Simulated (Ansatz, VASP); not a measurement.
Two plane-wave programs on O

```xyz
2
Lattice="1.6915 0.9766 3.7690 -1.6915 0.9766 3.7690 0.0000 -1.9532 3.7690" Properties=species:S:1:pos:R:3 pbc="T T T"
O     0.0000    0.0000   10.6893
O     0.0000    0.0000    0.6175
```

Change from the starting cell: volume scaled by 1.03, PAW files.

Alike in both runs: task electric field gradients; functional PBE; k mesh 8 × 8 × 8; occupations fermi-dirac, width 0.02 eV; collinear spin.

|  | VASP | Ansatz |
| --- | --- | --- |
| version | VASP 6.6.1 | Ansatz 0.2.0 |
| potentials or method | VASP PAW PBE potentials, release 64 (O) | PAW with Ansatz's default frozen-core files, scalar-relativistic |
| plane-wave cutoff (eV) | 520 | 420 |
| valence electrons in the cell | 12 | 12 |

|  | VASP | Ansatz | Ansatz less VASP |
| --- | --- | --- | --- |
| gap on the k mesh at the Fermi level (eV) | 1.36 | 1.34 | -0.019 |
| pressure (GPa) | 0.4 | -1.0 | -1.44 |
| traceless stress, the component that is largest in VASP (GPa) | -0.60 | -4.03 | -3.425 |
| rms of the force components (eV/Å) | 0.074 | 0.638 | +0.5637 |
| net moment per atom (μB) | 1.00 | 1.00 | 0.000 |
| size of the moment on the site where the two differ most (μB) | 0.81 | 0.57 | -0.244 |
| size of Vzz on the site where it differs most (V/Å²) | 148.2 | 146.7 | -1.43 |

Site moments also hang on the region over which each program counts them. Atom by atom the forces differ by 0.564 eV/Å (rms over components). One of these differences is far larger than is usual between the two programs; its cause wasn't traced.

Noted on VASP's run: the standard files for N, O and F lose accuracy on very short bonds.
